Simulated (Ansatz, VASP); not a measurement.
# TiSi2 in VASP and in Ansatz

Contents of INCAR:

```
PREC = Accurate ; ENCUT = 520
EDIFF = 1E-6 ; ISMEAR = 0
SIGMA = 0.15 ; LREAL = F
LASPH = T ; NELM = 100
ALGO = Normal ; ISIF = 2
LWAVE = F ; LCHARG = F
GGA = PE ; NBANDS = 29
```

KPOINTS

```
regular mesh
0
Gamma
  14 14 14
```

Contents of POSCAR:

```
TiSi2
1.0
    0.0000000000      4.1351811254      4.2795976059
    2.4038689114      0.0000000000      4.2795976059
    2.4038689114      4.1351811254      0.0000000000
Ti Si
2 4
Direct
    0.7573020884      0.7573020884      0.7426979116
    0.5073020884      0.5073020884      0.4926979116
    0.0868244589      0.4131755411      0.0868244589
    0.4131755411      0.0868244589      0.4131755411
    0.1631755411      0.8368244589      0.1631755411
    0.8368244589      0.1631755411      0.8368244589
```

Input for Ansatz:

```yaml
crystal:
  lattice:
    - [0.0, 4.1351811254, 4.2795976059]
    - [2.4038689114, 0.0, 4.2795976059]
    - [2.4038689114, 4.1351811254, 0.0]
  atoms:
    - { symbol: Ti, position: [0.7573020884, 0.7573020884, 0.7426979116] }
    - { symbol: Ti, position: [0.5073020884, 0.5073020884, 0.4926979116] }
    - { symbol: Si, position: [0.0868244589, 0.4131755411, 0.0868244589] }
    - { symbol: Si, position: [0.4131755411, 0.0868244589, 0.4131755411] }
    - { symbol: Si, position: [0.1631755411, 0.8368244589, 0.1631755411] }
    - { symbol: Si, position: [0.8368244589, 0.1631755411, 0.8368244589] }
basis:
  ecutwfc: 420
kpoints:
  mp_grid: { grid: [14, 14, 14] }
hamiltonian:
  xc: pbe
scf:
  occupations: { method: gaussian, width: 0.15 }
output:
  forces: true
  stress: true
  eigenvalues: true
```

Change from the starting cell: all Ti atoms moved +0.062 Å, as atom 1 along Cartesian [0 0 1].

Alike in both runs: task single point; functional PBE; k mesh 14 × 14 × 14; occupations gaussian, width 0.15 eV; no spin polarisation.

|  | VASP | Ansatz |
| --- | --- | --- |
| version | VASP 6.6.1 | Ansatz 0.2.0 |
| potentials or method | VASP PAW PBE potentials, release 64 (Ti_sv, Si), cutoff 520 eV | scalar-relativistic, plane waves, PAW |
| valence electrons in the cell | 40 | 40 |

Ansatz gave:

| Property | Result |
| --- | --- |
| gap on the k mesh at the Fermi level (eV) | none |
| pressure (GPa) | 0.3 |
| traceless stress, the component that is largest in VASP (GPa) | 0.53 |
| rms of the force components (eV/Å) | 0.346 |

Q: Estimate VASP's values.

A: gap on the k mesh at the Fermi level (eV): none; pressure (GPa): 0.3; traceless stress, the component that is largest in VASP (GPa): 0.54; rms of the force components (eV/Å): 0.347.

Atom by atom the forces differ by 0.001 eV/Å (rms over components). A gap of «none» marks a metal or a gap that the smearing closes.
